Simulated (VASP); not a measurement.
# Sr2Sb3P (Imm2) in VASP: single point with PBEsol

Aim: the single point of Sr2Sb3P with PBEsol.

All numbers are computed with VASP 6.6.1; they aren't measurements. Logs are shortened: lines on timing, memory, paths and dates and some standing lists are left out, and cuts for length are marked.

## (1) The cell of the first run

It takes space group Imm2 (No. 44, orthorhombic). The conventional cell has a = 4.262 Å, b = 4.739 Å, c = 17.924 Å, α = 90.00°, β = 90.00°, γ = 90.00°. Within 4.4 Å of Sr (site symmetry mm2) lie 8 Sb at 3.38 to 4.14 Å and 4 P at 3.50 Å and 2 Sr at 4.26 Å. Sr (site symmetry mm2) has 2 P at 3.34 Å and 10 Sb at 3.48 to 4.41 Å and 6 Sr at 4.26 to 4.74 Å within 4.8 Å. Sb (site symmetry mm2) has 2 P at 2.65 Å and 1 Sb at 2.94 Å and 6 Sr at 3.38 to 3.48 Å within 3.5 Å. Within 3.5 Å of Sb (site symmetry mm2) lie 1 P at 2.66 Å and 2 Sb at 3.05 Å and 4 Sr at 3.41 Å. Sb (site symmetry mm2) has 3 Sb at 2.94 to 3.05 Å and 4 Sr at 3.54 Å within 3.9 Å. Within 3.6 Å of P (site symmetry mm2) lie 3 Sb at 2.65 to 2.66 Å and 6 Sr at 3.34 to 3.50 Å.

## (2) Single point, PBEsol

File INCAR:

```
PREC     = Accurate       # precision mode
ENCUT    = 500            # plane-wave cutoff, eV
EDIFF    = 1E-6           # SCF threshold, eV
ISMEAR   = -1             # smearing method
SIGMA    = 0.03           # smearing width, eV
LREAL    = False          # projectors in reciprocal space
LASPH    = True           # aspherical terms in the spheres
NELM     = 120            # most SCF steps
ALGO     = Normal         # electronic algorithm
ISIF     = 2              # what is computed and relaxed
LWAVE    = False          # write WAVECAR
LCHARG   = False          # write CHGCAR
GGA      = PS             # functional
NBANDS   = 29             # bands
GGA_COMPAT= False
```

File KPOINTS:

```
regular mesh
0
Gamma
  6 6 6
```

File POSCAR:

```
Sr2Sb3P
1.0
   -2.1310094828      2.3695136381      8.9621725794
    2.1310094828     -2.3695136381      8.9621725794
    2.1310094828      2.3695136381     -8.9621725794
Sr Sb P
2 3 1
Direct
    0.2593097502      0.7593097502      0.5000000000
   -0.0162776711     -0.0162776711      0.0000000000
    0.4058540697      0.4058540697      0.0000000000
    0.6914337638      0.1914337638      0.5000000000
    0.5696246208      0.5696246208      0.0000000000
    0.8400564666      0.3400564666      0.5000000000
```

Potentials or basis: VASP PAW PBE potentials, release 64 (Sr_sv, Sb, P).

Launch:

```bash
cat potpaw_PBE.64/Sr_sv/POTCAR potpaw_PBE.64/Sb/POTCAR potpaw_PBE.64/P/POTCAR > POTCAR
mpirun -np 1 vasp_std > vasp.out
```

OUTCAR:

```text
PREC = Accurate
   ENCUT = 500
   EDIFF = 1E-6
   ISMEAR = -1
   LREAL = False
   LASPH = True
   NELM = 120
   ISIF = 2
   GGA = PS

 ion  position               nearest neighbor table
   1  0.259  0.759  0.500-   3 3.38   3 3.38   4 3.41   4 3.41   4 3.41   4 3.41   6 3.50   6 3.50
                             6 3.50   6 3.50   5 4.14   5 4.14   2 4.67   2 4.67
   2  0.984  0.984  0.000-   6 3.34   6 3.34   3 3.48   3 3.48   3 3.48   3 3.48   5 3.54   5 3.54
                             5 3.54   5 3.54   4 4.41   4 4.41   1 4.67   1 4.67
   3  0.406  0.406  0.000-   6 2.65   6 2.65   5 2.94   1 3.38   1 3.38   2 3.48   2 3.48   2 3.48
                             2 3.48
   4  0.691  0.191  0.500-   6 2.66   5 3.05   5 3.05   1 3.41   1 3.41   1 3.41   1 3.41   2 4.41
                             2 4.41
   5  0.570  0.570  0.000-   3 2.94   4 3.05   4 3.05   2 3.54   2 3.54   2 3.54   2 3.54   1 4.14
                             1 4.14
   6  0.840  0.340  0.500-   3 2.65   3 2.65   4 2.66   2 3.34   2 3.34   1 3.50   1 3.50   1 3.50
                             1 3.50

  LATTYP: Found a body centered orthorhombic cell.
 ALAT       =     4.2620189656
 B/A-ratio  =     1.1119207386
 C/A-ratio  =     4.2055995770

  Lattice vectors:

 A1 = (  -2.1310094828,   2.3695136381,   8.9621725794)
 A2 = (   2.1310094828,  -2.3695136381,   8.9621725794)
 A3 = (   2.1310094828,   2.3695136381,  -8.9621725794)

Analysis of symmetry for initial positions (statically):
=====================================================================
 Subroutine PRICEL returns:
 Original cell was already a primitive cell.

 Routine SETGRP: Setting up the symmetry group for a
 body centered orthorhombic supercell.

 Subroutine GETGRP returns: Found  4 space group operations
 (whereof  4 operations were pure point group operations)
 out of a pool of  8 trial point group operations.

The static configuration has the point symmetry C_2v.

Analysis of symmetry for dynamics (positions and initial velocities):
=====================================================================
 Subroutine PRICEL returns:
 Original cell was already a primitive cell.

 Routine SETGRP: Setting up the symmetry group for a
 body centered orthorhombic supercell.

 Subroutine GETGRP returns: Found  4 space group operations
 (whereof  4 operations were pure point group operations)
 out of a pool of  8 trial point group operations.

The dynamic configuration has the point symmetry C_2v.

 Subroutine INISYM returns: Found  4 space group operations
[... 108 lines left out ...]
   NSW    =      0    number of steps for IOM
   IBRION =     -1    ionic relax: 0-MD 1-quasi-New 2-CG
   NFREE  =      0    steps in history (QN), initial steepest desc. (CG)
   ISIF   =      2    stress and relaxation
   ISYM   =      2    0-nonsym 1-usesym 2-fastsym
   POTIM  = 0.5000    time-step for ionic-motion
   TEBEG  =    0.0;   TEEND  =   0.0 temperature during run
   PSTRESS=    0.0 pullay stress
   NELECT =      40.0000    total number of electrons
   NUPDOWN=      -1.0000    fix difference up-down
   EMIN   =  10.00;   EMAX   =-10.00  energy-range for DOS
   EFERMI =   0.00;   METHOD = LEGACY
   ISMEAR =    -1;   SIGMA  =   0.03  broadening in eV -4-tet -1-fermi 0-gaus
   EFERMI_NEDOS =   21; number of points for ismear=-14 and -15
   IALGO  =     38    algorithm
   IMIX   =      4    mixing-type and parameters
     AMIX     =   0.40;   BMIX     =  1.00
     AMIX_MAG =   1.60;   BMIX_MAG =  1.00
  volume/ion in A,a.u.               =      30.17       203.59
  Fermi-wavevector in a.u.,A,eV,Ry     =   0.989742  1.870342 13.328133  0.979590
  Thomas-Fermi vector in A             =   2.121363
   LORBIT       =      0    0 simple, 1 ext, 2 COOP (PROOUT), +10 PAW based schemes
   GGA     = PS    functional components
   LHFCALC =     F    Hartree Fock is set to
   AEXX    =    0.0000 exact exchange contribution
   IVDW    =     0    specifies the selected vdW correction
   LEPSILON=     F    determine dielectric tensor
   LRPA    =     F    only Hartree local field effects (RPA)
 non-spin polarized calculation
  energy-cutoff  :      500.00
  volume of cell :      181.02
 maximum number of plane-waves:      4623
 NGX is ok and might be reduce to    70
   NGX = 35   NGY = 35   NGZ = 35

 number of electron      40.0000001 magnetization

 Free energy of the ion-electron system (eV)
  ---------------------------------------------------
  ext. energy  EPLUGINS =         0.00000000
  ---------------------------------------------------
  free energy    TOTEN  =       -26.60388300 eV

  energy without entropy =      -26.59824299  energy(sigma->0) =      -26.60106299

 E-fermi :   5.2540     XC(G=0):  -9.3382

 val. band max:        5.2338184443   @ k =  -0.3333   0.1667   0.0000
 cond. band min:       5.2613292032   @ k =   0.3333   0.0000  -0.0000
 fundamental gap:      0.0275107589
 Fermi energy:         5.2540241672

 k-point     1 :       0.0000    0.0000    0.0000
  band No.  band energies     occupation
      1     -30.4428      2.00000
      2     -30.3930      2.00000
      3     -12.5397      2.00000
      4     -12.4843      2.00000
      5     -12.4607      2.00000
      6     -12.4433      2.00000
[... 757 lines left out ...]
     28       9.3691      0.00000
     29       9.8849      0.00000

 [... further k-points ...]

------------------------ aborting loop because EDIFF is reached ----------------------------------------

  FORCE on cell =-STRESS in cart. coord.  units (eV):
  Direction    XX          YY          ZZ          XY          YZ          ZX
  --------------------------------------------------------------------------------------
  -------------------------------------------------------------------------------------
  Total        0.1265697      0.2068294      0.2677227      0.0000000      0.0000000      0.0000000
  in kB        1.1202694      1.8306488      2.3696157      0.0000000      0.0000000      0.0000000
  external PRESSURE =       1.7735113 kB  Pullay stress =       0.0000000 kB

 VOLUME and BASIS-vectors are now :
 -----------------------------------------------------------------------------
  energy-cutoff  :      500.00
  volume of cell :      181.02
      direct lattice vectors                 reciprocal lattice vectors
    -2.131009483  2.369513638  8.962172579     0.000000000  0.211013768  0.055790044
     2.131009483 -2.369513638  8.962172579     0.234630584  0.000000000  0.055790044
     2.131009483  2.369513638 -8.962172579     0.234630584  0.211013768  0.000000000

 POSITION                                       TOTAL-FORCE (eV/Angst)
 -----------------------------------------------------------------------------------
      2.13101      0.00000      4.64796         0.000000      0.000000     -0.003338
      0.00000      0.00000     17.63258        -0.000000     -0.000000      0.003437
      0.00000      0.00000      7.27467        -0.000000     -0.000000      0.001353
      0.00000      2.36951      3.43132        -0.000000      0.000000     -0.011875
      0.00000      0.00000     10.21015         0.000000     -0.000000      0.006747
      0.00000      2.36951      6.09529        -0.000000      0.000000      0.003675
 -----------------------------------------------------------------------------------
    total drift:                                0.000000      0.000000      0.000698

  FREE ENERGIE OF THE ION-ELECTRON SYSTEM (eV)
  ---------------------------------------------------
  free  energy   TOTEN  =       -26.6038830046 eV

  energy  without entropy=      -26.5982429852  energy(sigma->0) =      -26.60106299
```

Run time: 16 min. Hardware: 1 thread of Intel Xeon 8259CL, shared host; peak memory 0.81 GiB.

Results:

- Free energy: -26.6039 eV
- Pressure: 0.2 GPa
- Largest force: 0.012 eV/Å
- Band gap on the k mesh: zero (bands 20 and 21 overlap by 0.98 eV)

Forces in eV/Å, atoms in the order of the input:
```
Sr   0.000  0.000 -0.003
Sr   0.000  0.000  0.003
Sb   0.000  0.000  0.001
Sb   0.000  0.000 -0.012
Sb   0.000  0.000  0.007
P    0.000  0.000  0.004
```

Stress tensor (GPa, compression positive):
```
0.11 0.00 0.00
0.00 0.18 0.00
0.00 0.00 0.24
```

Caveat: the PAW data sets were made with another functional, which shifts forces and pressure a little; spin-orbit coupling is left out, which moves the levels of the heavy elements.

The gap in the log of VASP goes by the Fermi energy; the results here count the filled bands.